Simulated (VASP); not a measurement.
# SrCl2 (I4/mmm) in VASP: further runs

Runs on SrCl2. Level: PBE. Tasks: single point.

Program: VASP 6.6.1. These are calculated values, not measurements. Logs are shortened: lines on timing, memory, paths and dates and some standing lists are left out, and cuts for length are marked.

### 1 The cell of the first run

The structure is tetragonal, space group I4/mmm (No. 139). The conventional cell has a = 5.030 Å, b = 5.030 Å, c = 6.889 Å, α = 90.00°, β = 90.00°, γ = 90.00°. Sr (site symmetry 4/mmm) has 8 Cl at 3.05 Å within 4.0 Å. Within 4.0 Å of Cl (site symmetry -4m2) lie 4 Sr at 3.05 Å and 6 Cl at 3.44 to 3.56 Å.

### 2 Single point, PBE (29.06 Å³/atom)

INCAR

```
SYSTEM = SrCl2
PREC = Accurate
ENCUT = 520
EDIFF = 1E-6
ISMEAR = 0
SIGMA = 0.05
LREAL = .False.
LASPH = .True.
NELM = 100
ALGO = Normal
ISIF = 2
LWAVE = .False.
LCHARG = .False.
GGA = PE
NBANDS = 19
```

KPOINTS

```
regular mesh
0
Gamma
  6 6 6
  0 0 0
```

POSCAR

```
SrCl2
1.0
    0.0000000000      3.5570961202      3.4446918828
    3.5570961202      0.0000000000      3.4446918828
    3.5570961202      3.5570961202      0.0000000000
Sr Cl
1 2
Direct
    0.0000000000      0.0000000000      0.0000000000
    0.2500000000      0.2500000000      0.2500000000
    0.7500000000      0.7500000000      0.7500000000
```

Potentials or basis: VASP PAW PBE potentials, release 64 (Sr_sv, Cl).

Started as:

```
> cat potpaw_PBE.64/Sr_sv/POTCAR potpaw_PBE.64/Cl/POTCAR > POTCAR
> mpirun -np 1 vasp_std > vasp.out
```

OUTCAR:

```text
SYSTEM = SrCl2
   PREC = Accurate
   ENCUT = 520
   EDIFF = 1E-6
   ISMEAR = 0
   LREAL = .False.
   LASPH = .True.
   NELM = 100
   ISIF = 2
   GGA = PE

 ion  position               nearest neighbor table
   1  0.000  0.000  0.000-   3 3.05   3 3.05   3 3.05   2 3.05   2 3.05   2 3.05   3 3.05   2 3.05

   2  0.250  0.250  0.250-   1 3.05   1 3.05   1 3.05   1 3.05
   3  0.750  0.750  0.750-   1 3.05   1 3.05   1 3.05   1 3.05

  LATTYP: Found a body centered tetragonal cell.
 ALAT       =     5.0304935759
 C/A-ratio  =     1.3695244138

  Lattice vectors:

 A1 = (   0.0000000000,  -3.5570961202,  -3.4446918828)
 A2 = (   0.0000000000,   3.5570961202,  -3.4446918828)
 A3 = (   3.5570961202,   0.0000000000,   3.4446918828)

Analysis of symmetry for initial positions (statically):
=====================================================================
 Subroutine PRICEL returns:
 Original cell was already a primitive cell.

 Routine SETGRP: Setting up the symmetry group for a
 body centered tetragonal supercell.

 Subroutine GETGRP returns: Found 16 space group operations
 (whereof 16 operations were pure point group operations)
 out of a pool of 16 trial point group operations.

The static configuration has the point symmetry D_4h.

Analysis of symmetry for dynamics (positions and initial velocities):
=====================================================================
 Subroutine PRICEL returns:
 Original cell was already a primitive cell.

 Routine SETGRP: Setting up the symmetry group for a
 body centered tetragonal supercell.

 Subroutine GETGRP returns: Found 16 space group operations
 (whereof 16 operations were pure point group operations)
 out of a pool of 16 trial point group operations.

The dynamic configuration has the point symmetry D_4h.

 Subroutine INISYM returns: Found 16 space group operations
 (whereof 16 operations are pure point group operations),
 and found     1 'primitive' translations

----------------------------------------------------------------------------------------

                                     Primitive cell

  volume of cell :      87.1709

  direct lattice vectors                    reciprocal lattice vectors
     0.000000000  3.557096120  3.444691883    -0.140564096  0.140564096  0.145150863
     3.557096120  0.000000000  3.444691883     0.140564096 -0.140564096  0.145150863
     3.557096120  3.557096120  0.000000000     0.140564096  0.140564096 -0.145150863

  length of vectors
     4.951649723  4.951649723  5.030493576     0.246140820  0.246140820  0.246140820

  position of ions in fractional coordinates (direct lattice)
     0.000000000  0.000000000  0.000000000
     0.250000000  0.250000000  0.250000000
     0.750000000  0.750000000  0.750000000

  ion indices of the primitive-cell ions
   primitive index   ion index
                 1           1
                 2           2
                 3           3

----------------------------------------------------------------------------------------

 KPOINTS: regular mesh

Automatic generation of k-mesh.
 Grid dimensions read from file:
 generate k-points for:    6    6    6

 Generating k-lattice:

  Cartesian coordinates                     Fractional coordinates (reciprocal lattice)
    -0.023427349  0.023427349  0.024191811     0.166666667  0.000000000  0.000000000
     0.023427349 -0.023427349  0.024191811     0.000000000  0.166666667  0.000000000
     0.023427349  0.023427349 -0.024191811     0.000000000  0.000000000  0.166666667

  Length of vectors
     0.041023470  0.041023470  0.041023470

  Shift w.r.t. Gamma in fractional coordinates (k-lattice)
     0.000000000  0.000000000  0.000000000

 Subroutine IBZKPT returns following result:
 ===========================================

 Found     30 irreducible k-points:

 Following reciprocal coordinates:
            Coordinates               Weight
  0.000000  0.000000  0.000000      1.000000
  0.166667  0.000000  0.000000      8.000000
  0.333333  0.000000  0.000000      8.000000
  0.500000  0.000000  0.000000      4.000000
  0.166667  0.166667  0.000000      2.000000
  0.333333  0.166667  0.000000      8.000000
[... 16 lines left out ...]
  0.333333  0.000000  0.333333      4.000000
  0.500000  0.000000  0.333333     16.000000
 [... further k-points ...]
   k-points           NKPTS =     30   k-points in BZ     NKDIM =     30   number of bands    NBANDS=     19
   number of dos      NEDOS =    301   number of ions     NIONS =      3
   total plane-waves  NPLWV =  64000
   dimension x,y,z NGX =    40 NGY =   40 NGZ =   40
   dimension x,y,z NGXF=    80 NGYF=   80 NGZF=   80
   ions per type =               1   2
   NGX,Y,Z   is equivalent  to a cutoff of  13.43, 13.43, 13.22 a.u.
   NGXF,Y,Z  is equivalent  to a cutoff of  26.86, 26.86, 26.44 a.u.
 SYSTEM =  SrCl2
   PREC   = accura    normal or accurate (medium, high low for compatibility)
   ISTART =      0    job   : 0-new  1-cont  2-samecut
   ICHARG =      2    charge: 1-file 2-atom 10-const
   ISPIN  =      1    spin polarized calculation?
   LNONCOLLINEAR =      F non collinear calculations
   LSORBIT =      F    spin-orbit coupling
   LASPH  =      T    aspherical Exc in radial PAW
   ENCUT  =  520.0 eV  38.22 Ry    6.18 a.u.   9.21  9.21  9.35*2*pi/ulx,y,z
   NELM   =    100;   NELMIN=  2; NELMDL= -5     # of ELM steps
   EDIFF  = 0.1E-05   stopping-criterion for ELM
   LREAL  =      F    real-space projection
   EDIFFG = 0.1E-04   stopping-criterion for IOM
   NSW    =      0    number of steps for IOM
   IBRION =     -1    ionic relax: 0-MD 1-quasi-New 2-CG
   NFREE  =      0    steps in history (QN), initial steepest desc. (CG)
   ISIF   =      2    stress and relaxation
   ISYM   =      2    0-nonsym 1-usesym 2-fastsym
   POTIM  = 0.5000    time-step for ionic-motion
   TEBEG  =    0.0;   TEEND  =   0.0 temperature during run
   PSTRESS=    0.0 pullay stress
   NELECT =      24.0000    total number of electrons
   NUPDOWN=      -1.0000    fix difference up-down
   EMIN   =  10.00;   EMAX   =-10.00  energy-range for DOS
   EFERMI =   0.00;   METHOD = LEGACY
   ISMEAR =     0;   SIGMA  =   0.05  broadening in eV -4-tet -1-fermi 0-gaus
   EFERMI_NEDOS =   21; number of points for ismear=-14 and -15
   IALGO  =     38    algorithm
   IMIX   =      4    mixing-type and parameters
     AMIX     =   0.40;   BMIX     =  1.00
     AMIX_MAG =   1.60;   BMIX_MAG =  1.00
  volume/ion in A,a.u.               =      29.06       196.09
  Fermi-wavevector in a.u.,A,eV,Ry     =   1.065013  2.012582 15.432431  1.134252
  Thomas-Fermi vector in A             =   2.200550
   LORBIT       =      0    0 simple, 1 ext, 2 COOP (PROOUT), +10 PAW based schemes
   GGA     = PE    functional components
   LHFCALC =     F    Hartree Fock is set to
   AEXX    =    0.0000 exact exchange contribution
   IVDW    =     0    specifies the selected vdW correction
   LEPSILON=     F    determine dielectric tensor
   LRPA    =     F    only Hartree local field effects (RPA)
 non-spin polarized calculation
 Gauss-broadening in eV      SIGMA  =   0.05
  energy-cutoff  :      520.00
  volume of cell :       87.17
 maximum number of plane-waves:      2392
 NGX is ok and might be reduce to    40
   NGX = 19   NGY = 19   NGZ = 19

 number of electron      24.0000000 magnetization

 Free energy of the ion-electron system (eV)
  ---------------------------------------------------
  ext. energy  EPLUGINS =         0.00000000
  ---------------------------------------------------
  free energy    TOTEN  =       -12.78200711 eV

  energy without entropy =      -12.78200711  energy(sigma->0) =      -12.78200711

 E-fermi :   0.3305     XC(G=0):  -8.1696

 val. band max:        0.1175462804   @ k =   0.5000   0.5000   0.0000
 cond. band min:       5.1952675774   @ k =   0.0000   0.0000   0.0000
 fundamental gap:      5.0777212970
 Fermi energy:         0.3305386502

 k-point     1 :       0.0000    0.0000    0.0000
  band No.  band energies     occupation
      1     -32.9959      2.00000
      2     -14.9822      2.00000
      3     -14.9728      2.00000
      4     -14.9728      2.00000
      5     -13.2407      2.00000
      6     -12.4385      2.00000
[... 11 lines left out ...]
     18       9.0617      0.00000
     19       9.1202      0.00000

 k-point     2 :       0.1667    0.0000    0.0000
  band No.  band energies     occupation
      1     -32.9952      2.00000
      2     -15.0473      2.00000
      3     -14.9815      2.00000
      4     -14.9761      2.00000
      5     -13.1099      2.00000
      6     -12.4923      2.00000
[... 11 lines left out ...]
     18       8.6409      0.00000
     19       9.6468      0.00000

 k-point     3 :       0.3333    0.0000    0.0000
  band No.  band energies     occupation
      1     -32.9939      2.00000
      2     -15.1646      2.00000
      3     -14.9871      2.00000
      4     -14.9827      2.00000
      5     -12.9065      2.00000
      6     -12.5585      2.00000
[... 11 lines left out ...]
     18       8.4583      0.00000
     19       8.9610      0.00000

 k-point     4 :       0.5000    0.0000    0.0000
  band No.  band energies     occupation
      1     -32.9932      2.00000
      2     -15.2144      2.00000
      3     -14.9898      2.00000
      4     -14.9860      2.00000
      5     -12.8625      2.00000
      6     -12.5387      2.00000
[... 11 lines left out ...]
     18       8.4895      0.00000
     19       8.5856      0.00000

 k-point     5 :       0.1667    0.1667    0.0000
  band No.  band energies     occupation
      1     -32.9949      2.00000
      2     -15.0669      2.00000
      3     -14.9804      2.00000
      4     -14.9804      2.00000
      5     -13.0573      2.00000
      6     -12.5254      2.00000
[... 11 lines left out ...]
     18       8.7621      0.00000
     19       8.8280      0.00000

 k-point     6 :       0.3333    0.1667    0.0000
  band No.  band energies     occupation
      1     -32.9938      2.00000
      2     -15.1491      2.00000
      3     -15.0002      2.00000
      4     -14.9876      2.00000
      5     -12.8587      2.00000
      6     -12.6071      2.00000
[... 11 lines left out ...]
     18       8.4567      0.00000
     19       9.3163      0.00000

 k-point     7 :       0.5000    0.1667    0.0000
  band No.  band energies     occupation
      1     -32.9929      2.00000
      2     -15.1934      2.00000
      3     -15.0335      2.00000
      4     -14.9903      2.00000
      5     -12.7890      2.00000
      6     -12.5805      2.00000
[... 11 lines left out ...]
     18       8.6572      0.00000
     19       8.9906      0.00000

 k-point     8 :      -0.3333    0.1667    0.0000
  band No.  band energies     occupation
      1     -32.9932      2.00000
      2     -15.1728      2.00000
      3     -15.0423      2.00000
      4     -14.9860      2.00000
      5     -12.8086      2.00000
      6     -12.5767      2.00000
[... 256 lines left out ...]
 k-point    20 :      -0.3333    0.3333    0.1667
  band No.  band energies     occupation
      1     -32.9925      2.00000
      2     -15.1622      2.00000
      3     -15.1065      2.00000
      4     -14.9959      2.00000
      5     -12.6996      2.00000
      6     -12.6084      2.00000
[... 11 lines left out ...]
     18       8.9550      0.00000
     19       9.7888      0.00000

 k-point    21 :      -0.1667    0.3333    0.1667
  band No.  band energies     occupation
      1     -32.9930      2.00000
      2     -15.1784      2.00000
      3     -15.0562      2.00000
      4     -14.9910      2.00000
      5     -12.7327      2.00000
      6     -12.6199      2.00000
[... 11 lines left out ...]
     18       8.5123      0.00000
     19       9.6716      0.00000

 k-point    22 :      -0.3333    0.5000    0.1667
  band No.  band energies     occupation
      1     -32.9922      2.00000
      2     -15.2022      2.00000
      3     -15.0752      2.00000
      4     -15.0022      2.00000
      5     -12.7149      2.00000
      6     -12.5750      2.00000
[... 11 lines left out ...]
     18       9.3506      0.00000
     19       9.8740      0.00000

 k-point    23 :       0.3333    0.0000    0.3333
  band No.  band energies     occupation
      1     -32.9933      2.00000
      2     -15.2081      2.00000
      3     -15.0046      2.00000
      4     -14.9916      2.00000
      5     -12.7376      2.00000
      6     -12.6372      2.00000
[... 11 lines left out ...]
     18       7.8793      0.00000
     19       9.3781      0.00000

 k-point    24 :       0.5000    0.0000    0.3333
  band No.  band energies     occupation
      1     -32.9926      2.00000
      2     -15.2265      2.00000
      3     -15.0380      2.00000
      4     -14.9999      2.00000
      5     -12.6780      2.00000
      6     -12.6234      2.00000
[... 11 lines left out ...]
     18       8.7742      0.00000
     19       9.6092      0.00000

 [... further k-points ...]
[... 5 lines left out ...]
  --------------------------------------------------------------------------------------
  -------------------------------------------------------------------------------------
  Total       -0.2254685     -0.2254685      0.6501023      0.0000000      0.0000000      0.0000000
  in kB       -4.1440491     -4.1440491     11.9487017      0.0000000      0.0000000      0.0000000
  external PRESSURE =       1.2202012 kB  Pullay stress =       0.0000000 kB

 VOLUME and BASIS-vectors are now :
 -----------------------------------------------------------------------------
  energy-cutoff  :      520.00
  volume of cell :       87.17
      direct lattice vectors                 reciprocal lattice vectors
     0.000000000  3.557096120  3.444691883    -0.140564096  0.140564096  0.145150863
     3.557096120  0.000000000  3.444691883     0.140564096 -0.140564096  0.145150863
     3.557096120  3.557096120  0.000000000     0.140564096  0.140564096 -0.145150863

 POSITION                                       TOTAL-FORCE (eV/Angst)
 -----------------------------------------------------------------------------------
      0.00000      0.00000      0.00000        -0.000000      0.000000      0.000000
      1.77855      1.77855      1.72235         0.000000     -0.000000     -0.000000
      5.33564      5.33564      5.16704         0.000000     -0.000000      0.000000
 -----------------------------------------------------------------------------------
    total drift:                               -0.000000     -0.000000      0.000000

  FREE ENERGIE OF THE ION-ELECTRON SYSTEM (eV)
  ---------------------------------------------------
  free  energy   TOTEN  =       -12.7820071130 eV

  energy  without entropy=      -12.7820071130  energy(sigma->0) =      -12.78200711
```

It took 38 s on 1 thread of Intel Xeon Platinum 8488C (Sapphire Rapids), shared host; peak memory 0.25 GiB.

What came out:

- Free energy: -12.7820 eV
- Pressure: 0.1 GPa
- Band gap on the k mesh: 5.08 eV (least direct gap 5.37 eV)

Stress tensor (GPa, compression positive):
```
-0.41  0.00  0.00
 0.00 -0.41  0.00
 0.00  0.00  1.19
```

A k mesh can miss the band edges. As with any semilocal functional, this PBE gap is likely too small.

### 3 Single point, PBE (29.52 Å³/atom)

This run uses another cell than the first one, of 29.52 Å³/atom.

INCAR

```
SYSTEM = SrCl2
PREC = Accurate ; ENCUT = 520
EDIFF = 1E-6 ; ISMEAR = 0
SIGMA = 0.05 ; LREAL = .FALSE.
LASPH = .TRUE. ; NELM = 100
ALGO = Normal ; ISIF = 2
LWAVE = .FALSE. ; LCHARG = .FALSE.
GGA = PE ; NBANDS = 19
```

KPOINTS

```
Automatic mesh
0
G
  6 6 6
  0 0 0
```

POSCAR

```
SrCl2
1.0
    0.0000000000      3.6336668874      3.3538745371
    3.6336668874      0.0000000000      3.3538745371
    3.6336668874      3.6336668874      0.0000000000
Sr Cl
1 2
Direct
    0.0000000000      0.0000000000      0.0000000000
    0.2500000000      0.2500000000      0.2500000000
    0.7500000000      0.7500000000      0.7500000000
```

Potentials or basis: VASP PAW PBE potentials, release 64 (Sr_sv, Cl).

Started as:

```
> cat potpaw_PBE.64/Sr_sv/POTCAR potpaw_PBE.64/Cl/POTCAR > POTCAR
> mpirun -np 1 vasp_std > vasp.out
```

Wall time 36 s (1 thread of Intel Xeon Platinum 8488C (Sapphire Rapids), shared host); peak memory 0.25 GiB.

The run converged. Its results:

```
Free energy            : -12.7318 eV
Pressure               : -0.4 GPa
Band gap on the k mesh : 4.70 eV (least direct gap 4.94 eV)
```

Stress tensor (GPa, compression positive):
```
-1.70  0.00  0.00
 0.00 -1.70  0.00
 0.00  0.00  2.34
```

Levels at points of the mesh, in eV from the valence-band top:
```tsv
k point	band 10	band 11	band 12	band 13	band 14	band 15
(0.00, 0.00, 0.00)	-0.86	-0.86	-0.25	4.70	5.49	6.10
(0.50, 0.00, 0.00)	-1.60	-1.37	-1.30	6.23	6.36	6.91
(0.50, 0.50, 0.00)	-0.82	-0.82	0.00	5.12	6.91	7.11
(0.50, 0.00, 0.50)	-0.98	-0.48	-0.29	5.12	6.37	7.15
```

A k mesh can miss the band edges. Expect the measured gap to be larger: semilocal functionals such as PBE lack the derivative discontinuity.

[end of part 1 of 2]
